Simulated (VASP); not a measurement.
# CdTe (F-43m) in VASP: a series of runs, part 3 of 3

VASP 6.6.1.

## (5) Single point, PBE

Input file INCAR:

```
SYSTEM = CdTe
  ALGO = Normal
  EDIFF = 1E-7
  ENCUT = 520
  GGA = PE
  ISIF = 2
  ISMEAR = -1
  LASPH = .True.
  LCHARG = .False.
  LREAL = .False.
  LWAVE = .False.
  NBANDS = 16
  NELM = 80
  PREC = Accurate
  SIGMA = 0.02
```

Input file KPOINTS:

```
k-points
0
Gamma
  6 6 6
  0 0 0
```

Input file POSCAR:

```
CdTe
1.0
    0.0000000000      3.2799551161      3.2799551161
    3.2799551161      0.0000000000      3.2799551161
    3.2799551161      3.2799551161      0.0000000000
Cd Te
1 1
Direct
    0.0000000000      0.0000000000      0.0000000000
    0.2500000000      0.2500000000      0.2500000000
```

Potentials or basis: VASP PAW PBE potentials, release 64 (Cd, Te).

On the command line:

```bash
> cat potpaw_PBE.64/Cd/POTCAR potpaw_PBE.64/Te/POTCAR > POTCAR
> mpirun -np 1 vasp_std > vasp.out
```

OUTCAR:

```text
SYSTEM = CdTe
   EDIFF = 1E-7
   ENCUT = 520
   GGA = PE
   ISIF = 2
   ISMEAR = -1
   LASPH = .True.
   LREAL = .False.
   NELM = 80
   PREC = Accurate

 ion  position               nearest neighbor table
   1  0.000  0.000  0.000-   2 2.84   2 2.84   2 2.84   2 2.84
   2  0.250  0.250  0.250-   1 2.84   1 2.84   1 2.84   1 2.84

  LATTYP: Found a face centered cubic cell.
 ALAT       =     6.5599102322

  Lattice vectors:

 A1 = (   0.0000000000,   3.2799551161,   3.2799551161)
 A2 = (   3.2799551161,   0.0000000000,   3.2799551161)
 A3 = (   3.2799551161,   3.2799551161,   0.0000000000)

Analysis of symmetry for initial positions (statically):
=====================================================================
 Subroutine PRICEL returns:
 Original cell was already a primitive cell.

 Routine SETGRP: Setting up the symmetry group for a
 face centered cubic supercell.

 Subroutine GETGRP returns: Found 24 space group operations
 (whereof 24 operations were pure point group operations)
 out of a pool of 48 trial point group operations.

The static configuration has the point symmetry T_d .

Analysis of symmetry for dynamics (positions and initial velocities):
=====================================================================
 Subroutine PRICEL returns:
 Original cell was already a primitive cell.

 Routine SETGRP: Setting up the symmetry group for a
 face centered cubic supercell.

 Subroutine GETGRP returns: Found 24 space group operations
 (whereof 24 operations were pure point group operations)
 out of a pool of 48 trial point group operations.

The dynamic configuration has the point symmetry T_d .

 Subroutine INISYM returns: Found 24 space group operations
 (whereof 24 operations are pure point group operations),
 and found     1 'primitive' translations

----------------------------------------------------------------------------------------

                                     Primitive cell

  volume of cell :      70.5722

  direct lattice vectors                    reciprocal lattice vectors
     0.000000000  3.279955116  3.279955116    -0.152441110  0.152441110  0.152441110
     3.279955116  0.000000000  3.279955116     0.152441110 -0.152441110  0.152441110
     3.279955116  3.279955116  0.000000000     0.152441110  0.152441110 -0.152441110

  length of vectors
     4.638557009  4.638557009  4.638557009     0.264035748  0.264035748  0.264035748

  position of ions in fractional coordinates (direct lattice)
     0.000000000  0.000000000  0.000000000
     0.250000000  0.250000000  0.250000000

  ion indices of the primitive-cell ions
   primitive index   ion index
                 1           1
                 2           2

----------------------------------------------------------------------------------------

 KPOINTS: k-points

Automatic generation of k-mesh.
 Grid dimensions read from file:
 generate k-points for:    6    6    6

 Generating k-lattice:

  Cartesian coordinates                     Fractional coordinates (reciprocal lattice)
    -0.025406852  0.025406852  0.025406852     0.166666667  0.000000000  0.000000000
     0.025406852 -0.025406852  0.025406852     0.000000000  0.166666667  0.000000000
     0.025406852  0.025406852 -0.025406852     0.000000000  0.000000000  0.166666667

  Length of vectors
     0.044005958  0.044005958  0.044005958

  Shift w.r.t. Gamma in fractional coordinates (k-lattice)
     0.000000000  0.000000000  0.000000000

 Subroutine IBZKPT returns following result:
 ===========================================

 Found     16 irreducible k-points:

 Following reciprocal coordinates:
            Coordinates               Weight
  0.000000  0.000000  0.000000      1.000000
  0.166667  0.000000  0.000000      8.000000
  0.333333  0.000000  0.000000      8.000000
  0.500000  0.000000  0.000000      4.000000
  0.166667  0.166667  0.000000      6.000000
  0.333333  0.166667  0.000000     24.000000
[... 8 lines left out ...]
 -0.333333  0.333333  0.166667     24.000000
 -0.333333  0.500000  0.166667     12.000000
   k-points           NKPTS =     16   k-points in BZ     NKDIM =     16   number of bands    NBANDS=     16
   number of dos      NEDOS =    301   number of ions     NIONS =      2
   total plane-waves  NPLWV =  46656
   dimension x,y,z NGX =    36 NGY =   36 NGZ =   36
   dimension x,y,z NGXF=    72 NGYF=   72 NGZF=   72
   ions per type =               1   1
   NGX,Y,Z   is equivalent  to a cutoff of  12.90, 12.90, 12.90 a.u.
   NGXF,Y,Z  is equivalent  to a cutoff of  25.80, 25.80, 25.80 a.u.
 SYSTEM =  CdTe
   PREC   = accura    normal or accurate (medium, high low for compatibility)
   ISTART =      0    job   : 0-new  1-cont  2-samecut
   ICHARG =      2    charge: 1-file 2-atom 10-const
   ISPIN  =      1    spin polarized calculation?
   LNONCOLLINEAR =      F non collinear calculations
   LSORBIT =      F    spin-orbit coupling
   LASPH  =      T    aspherical Exc in radial PAW
   ENCUT  =  520.0 eV  38.22 Ry    6.18 a.u.   8.62  8.62  8.62*2*pi/ulx,y,z
   NELM   =     80;   NELMIN=  2; NELMDL= -5     # of ELM steps
   EDIFF  = 0.1E-06   stopping-criterion for ELM
   LREAL  =      F    real-space projection
   EDIFFG = 0.1E-05   stopping-criterion for IOM
   NSW    =      0    number of steps for IOM
   IBRION =     -1    ionic relax: 0-MD 1-quasi-New 2-CG
   NFREE  =      0    steps in history (QN), initial steepest desc. (CG)
   ISIF   =      2    stress and relaxation
   ISYM   =      2    0-nonsym 1-usesym 2-fastsym
   POTIM  = 0.5000    time-step for ionic-motion
   TEBEG  =    0.0;   TEEND  =   0.0 temperature during run
   PSTRESS=    0.0 pullay stress
   NELECT =      18.0000    total number of electrons
   NUPDOWN=      -1.0000    fix difference up-down
   EMIN   =  10.00;   EMAX   =-10.00  energy-range for DOS
   EFERMI =   0.00;   METHOD = LEGACY
   ISMEAR =    -1;   SIGMA  =   0.02  broadening in eV -4-tet -1-fermi 0-gaus
   EFERMI_NEDOS =   21; number of points for ismear=-14 and -15
   IALGO  =     38    algorithm
   IMIX   =      4    mixing-type and parameters
     AMIX     =   0.40;   BMIX     =  1.00
     AMIX_MAG =   1.60;   BMIX_MAG =  1.00
  volume/ion in A,a.u.               =      35.29       238.12
  Fermi-wavevector in a.u.,A,eV,Ry     =   1.038216  1.961944 14.665621  1.077893
  Thomas-Fermi vector in A             =   2.172690
   LORBIT       =      0    0 simple, 1 ext, 2 COOP (PROOUT), +10 PAW based schemes
   GGA     = PE    functional components
[... 5 lines left out ...]
 non-spin polarized calculation
  energy-cutoff  :      520.00
  volume of cell :       70.57
 maximum number of plane-waves:      1917
 NGX is ok and might be reduce to    36
   NGX = 17   NGY = 17   NGZ = 17

 number of electron      18.0000006 magnetization

 Free energy of the ion-electron system (eV)
  ---------------------------------------------------
  ext. energy  EPLUGINS =         0.00000000
  ---------------------------------------------------
  free energy    TOTEN  =        -4.79981607 eV

  energy without entropy =       -4.79981607  energy(sigma->0) =       -4.79981607

 E-fermi :   2.3688     XC(G=0):  -8.4228

 val. band max:        2.0273225051   @ k =   0.0000   0.0000   0.0000
 cond. band min:       2.6869639691   @ k =   0.0000   0.0000   0.0000
 fundamental gap:      0.6596414639
 Fermi energy:         2.3687626427

 k-point     1 :       0.0000    0.0000    0.0000
  band No.  band energies     occupation
      1      -8.9440      2.00000
      2      -6.1450      2.00000
      3      -6.1450      2.00000
      4      -6.1450      2.00000
      5      -5.9108      2.00000
      6      -5.9108      2.00000
[... 8 lines left out ...]
     15      11.3192      0.00000
     16      11.3192      0.00000

 k-point     2 :       0.1667    0.0000    0.0000
  band No.  band energies     occupation
      1      -8.8525      2.00000
      2      -6.1282      2.00000
      3      -6.1282      2.00000
      4      -6.0651      2.00000
      5      -5.9117      2.00000
      6      -5.9117      2.00000
[... 8 lines left out ...]
     15      10.4830      0.00000
     16      10.4830      0.00000
[... 235 lines left out ...]
      5      -5.9074      2.00000
      6      -5.4479      2.00000
[... 8 lines left out ...]
     15      12.4087      0.00000
     16      13.0767      0.00000

 k-point    16 :      -0.3333    0.5000    0.1667
  band No.  band energies     occupation
      1      -8.4719      2.00000
      2      -6.0270      2.00000
      3      -6.0254      2.00000
      4      -5.9526      2.00000
      5      -5.8987      2.00000
      6      -5.4050      2.00000
[... 8 lines left out ...]
     15      12.9448      0.00000
     16      13.2706      0.00000

------------------------ aborting loop because EDIFF is reached ----------------------------------------

  FORCE on cell =-STRESS in cart. coord.  units (eV):
  Direction    XX          YY          ZZ          XY          YZ          ZX
  --------------------------------------------------------------------------------------
  -------------------------------------------------------------------------------------
  Total        0.4946020      0.4946020      0.4946020     -0.0000000      0.0000000      0.0000000
  in kB       11.2287857     11.2287857     11.2287857     -0.0000000      0.0000000      0.0000000
  external PRESSURE =      11.2287857 kB  Pullay stress =       0.0000000 kB

 VOLUME and BASIS-vectors are now :
 -----------------------------------------------------------------------------
  energy-cutoff  :      520.00
  volume of cell :       70.57
      direct lattice vectors                 reciprocal lattice vectors
     0.000000000  3.279955116  3.279955116    -0.152441110  0.152441110  0.152441110
     3.279955116  0.000000000  3.279955116     0.152441110 -0.152441110  0.152441110
     3.279955116  3.279955116  0.000000000     0.152441110  0.152441110 -0.152441110

 POSITION                                       TOTAL-FORCE (eV/Angst)
 -----------------------------------------------------------------------------------
      0.00000      0.00000      0.00000         0.000000      0.000000      0.000000
      1.63998      1.63998      1.63998        -0.000000     -0.000000     -0.000000
 -----------------------------------------------------------------------------------
    total drift:                               -0.000000     -0.000000     -0.000000

  FREE ENERGIE OF THE ION-ELECTRON SYSTEM (eV)
  ---------------------------------------------------
  free  energy   TOTEN  =        -4.7998160682 eV

  energy  without entropy=       -4.7998160674  energy(sigma->0) =       -4.79981607
```

stdout:

```text
POSCAR found type information on POSCAR CdTe
 POSCAR found :  2 types and       2 ions
 scaLAPACK will be used
 LDA part: xc-table for (Slater+PW92), standard interpolation
 POSCAR, INCAR and KPOINTS ok, starting setup
 FFT: planning ... GRIDC
 FFT: planning ... GRID_SOFT
 FFT: planning ... GRID
 WAVECAR not read
 entering main loop
```

It took 8.8 s on 1 thread of Intel Xeon 6975P-C (Granite Rapids), shared host; peak memory 0.21 GiB.

What came out:

```
Free energy            : -4.7998 eV
Pressure               : 1.1 GPa
Band gap on the k mesh : 0.66 eV, direct
```

Caveat: spin-orbit coupling is left out, which moves the levels of the heavy elements. As with any semilocal functional, this PBE gap is likely too small.

## (6) Single point, LDA

Input file INCAR:

```
ALGO = Normal ; EDIFF = 1E-6
ENCUT = 520 ; ISIF = 2
ISMEAR = 0 ; LASPH = True
LCHARG = False ; LREAL = False
LWAVE = False ; NBANDS = 16
NELM = 60 ; PREC = Accurate
SIGMA = 0.01
```

Input file KPOINTS:

```
k-points
0
Gamma
  6 6 6
```

POSCAR is that of step 5.

Potentials or basis: VASP PAW LDA potentials, release 64 (Cd, Te).

On the command line:

```bash
> cat potpaw_LDA.64/Cd/POTCAR potpaw_LDA.64/Te/POTCAR > POTCAR
> mpirun -np 1 vasp_std > vasp.out
```

OUTCAR:

```text
EDIFF = 1E-6
   ENCUT = 520
   ISIF = 2
   ISMEAR = 0
   LASPH = True
   LREAL = False
   NELM = 60
   PREC = Accurate

 ion  position               nearest neighbor table
   1  0.000  0.000  0.000-   2 2.84   2 2.84   2 2.84   2 2.84
   2  0.250  0.250  0.250-   1 2.84   1 2.84   1 2.84   1 2.84

  LATTYP: Found a face centered cubic cell.
 ALAT       =     6.5599102322

  Lattice vectors:

 A1 = (   0.0000000000,   3.2799551161,   3.2799551161)
 A2 = (   3.2799551161,   0.0000000000,   3.2799551161)
 A3 = (   3.2799551161,   3.2799551161,   0.0000000000)

Analysis of symmetry for initial positions (statically):
=====================================================================
 Subroutine PRICEL returns:
 Original cell was already a primitive cell.

 Routine SETGRP: Setting up the symmetry group for a
 face centered cubic supercell.

 Subroutine GETGRP returns: Found 24 space group operations
 (whereof 24 operations were pure point group operations)
 out of a pool of 48 trial point group operations.

The static configuration has the point symmetry T_d .

[... 148 lines left out ...]
  free energy    TOTEN  =        -6.00831295 eV

  energy without entropy =       -6.00831295  energy(sigma->0) =       -6.00831295

 E-fermi :   1.9338     XC(G=0):  -8.7919

 val. band max:        1.8306238480   @ k =   0.0000   0.0000   0.0000
 cond. band min:       2.2711360641   @ k =   0.0000   0.0000   0.0000
 fundamental gap:      0.4405122161
 Fermi energy:         1.9337556611

 k-point     1 :       0.0000    0.0000    0.0000
  band No.  band energies     occupation
      1      -9.2089      2.00000
      2      -6.3422      2.00000
      3      -6.3422      2.00000
      4      -6.3422      2.00000
      5      -6.1045      2.00000
      6      -6.1045      2.00000
[... 281 lines left out ...]
      3      -6.2216      2.00000
      4      -6.1479      2.00000
      5      -6.0927      2.00000
      6      -5.6085      2.00000
[... 8 lines left out ...]
     15      12.6519      0.00000
     16      12.9169      0.00000

------------------------ aborting loop because EDIFF is reached ----------------------------------------

  FORCE on cell =-STRESS in cart. coord.  units (eV):
  Direction    XX          YY          ZZ          XY          YZ          ZX
  --------------------------------------------------------------------------------------
  -------------------------------------------------------------------------------------
  Total       -1.1098234     -1.1098234     -1.1098234      0.0000000      0.0000000     -0.0000000
  in kB      -25.1959515    -25.1959515    -25.1959515      0.0000000      0.0000000     -0.0000000
  external PRESSURE =     -25.1959515 kB  Pullay stress =       0.0000000 kB

 VOLUME and BASIS-vectors are now :
 -----------------------------------------------------------------------------
  energy-cutoff  :      520.00
  volume of cell :       70.57
      direct lattice vectors                 reciprocal lattice vectors
     0.000000000  3.279955116  3.279955116    -0.152441110  0.152441110  0.152441110
     3.279955116  0.000000000  3.279955116     0.152441110 -0.152441110  0.152441110
     3.279955116  3.279955116  0.000000000     0.152441110  0.152441110 -0.152441110

 POSITION                                       TOTAL-FORCE (eV/Angst)
 -----------------------------------------------------------------------------------
      0.00000      0.00000      0.00000        -0.000000      0.000000      0.000000
      1.63998      1.63998      1.63998         0.000000     -0.000000     -0.000000
 -----------------------------------------------------------------------------------
    total drift:                                0.000000      0.000000      0.000000

  FREE ENERGIE OF THE ION-ELECTRON SYSTEM (eV)
  ---------------------------------------------------
  free  energy   TOTEN  =        -6.0083129516 eV

  energy  without entropy=       -6.0083129516  energy(sigma->0) =       -6.00831295
```

stdout:

```text
POSCAR found type information on POSCAR CdTe
 POSCAR found :  2 types and       2 ions
 scaLAPACK will be used
 LDA part: xc-table for (Slater(with rela. corr.)+CA(PZ))
 , standard interpolation
 POSCAR, INCAR and KPOINTS ok, starting setup
 FFT: planning ... GRIDC
 FFT: planning ... GRID_SOFT
 FFT: planning ... GRID
 WAVECAR not read
 entering main loop
```

Wall time 6.8 s (1 thread of Intel Xeon 6975P-C (Granite Rapids), shared host); peak memory 0.17 GiB.

Results:

- Free energy: -6.0083 eV
- Pressure: -2.5 GPa
- Band gap on the k mesh: 0.44 eV, direct

Caveat: spin-orbit coupling is left out, which moves the levels of the heavy elements.

## (7) Summary

```csv
level,potentials or basis,cell,k mesh,smearing,gap on the mesh (eV),pressure (GPa)
PBE,"VASP PAW PBE potentials, release 64 (Cd, Te)","a = 4.639 Å, angles 60.0°, 2 atoms",4 × 4 × 4,gaussian 0.01 eV,0.65,1.3
LDA,"VASP PAW LDA potentials, release 64 (Cd, Te)","a = 4.533 Å, angles 60.0°, 2 atoms",6 × 6 × 6,fermi-dirac 0.02 eV,0.65,0.2
PBE,"VASP PAW PBE potentials, release 64 (Cd, Te)","a = 4.639 Å, angles 60.0°, 2 atoms",6 × 6 × 6,fermi-dirac 0.02 eV,0.66,1.1
LDA,"VASP PAW LDA potentials, release 64 (Cd, Te)","a = 4.639 Å, angles 60.0°, 2 atoms",6 × 6 × 6,gaussian 0.01 eV,0.44,-2.5
```

Alike in all rows: task single point; no spin polarisation; cutoff (eV) 520.

Caveats: spin-orbit coupling is left out, which moves the levels of the heavy elements.

Absolute energies hang on the potentials; compare differences alone.
